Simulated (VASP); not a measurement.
Wanted: the native input for a VASP 6.6.1 run.

* Task: single point
* Functional: PBE
* Dispersion: D4
* Potentials or basis: VASP PAW PBE potentials, release 64 (Hf_pv)
* Cutoff: 520 eV
* k mesh: 16 × 16 × 16
* Occupations: fermi-dirac, width 0.08 eV
* Spin: no spin polarisation
* Dipole correction: no
* Further INCAR settings: ALGO = Normal; EDIFF = 1e-07; NBANDS = 11

The structure of Hf lies in POSCAR:

```
Hf
1.0
   -1.8050000000      1.8050000000      1.8050000000
    1.8050000000     -1.8050000000      1.8050000000
    1.8050000000      1.8050000000     -1.8050000000
Hf
1
Direct
    0.0000000000      0.0000000000      0.0000000000
```

The input as run:

INCAR

```
PREC = Accurate ; ENCUT = 520
EDIFF = 1E-7 ; ISMEAR = -1
SIGMA = 0.08 ; LREAL = F
LASPH = T ; NELM = 100
ALGO = Normal ; ISIF = 2
LWAVE = F ; LCHARG = F
GGA = PE ; IVDW = 13
NBANDS = 11
```

KPOINTS

```
regular mesh
0
Gamma
  16 16 16
```

Potentials or basis: VASP PAW PBE potentials, release 64 (Hf_pv).

Command:

```sh
$ cat potpaw_PBE.64/Hf_pv/POTCAR > POTCAR
$ mpirun -np 1 vasp_std > vasp.out
```

It gave:

The pressure is -6.5 GPa. The band gap on the k mesh is zero (band 5 reaches 5.73 eV, above the bottom of band 6 at 3.55 eV) and the dispersion energy per atom is -0.199 eV.

Caveat: spin-orbit coupling is left out, which moves the levels of the heavy elements; pairwise dispersion overbinds metals, which lowers pressure and volume.

Run time: 34 s on 1 thread of AMD EPYC 7R43 64-Core Processor (Zen 3), with other jobs on the host, peak memory 0.13 GiB.
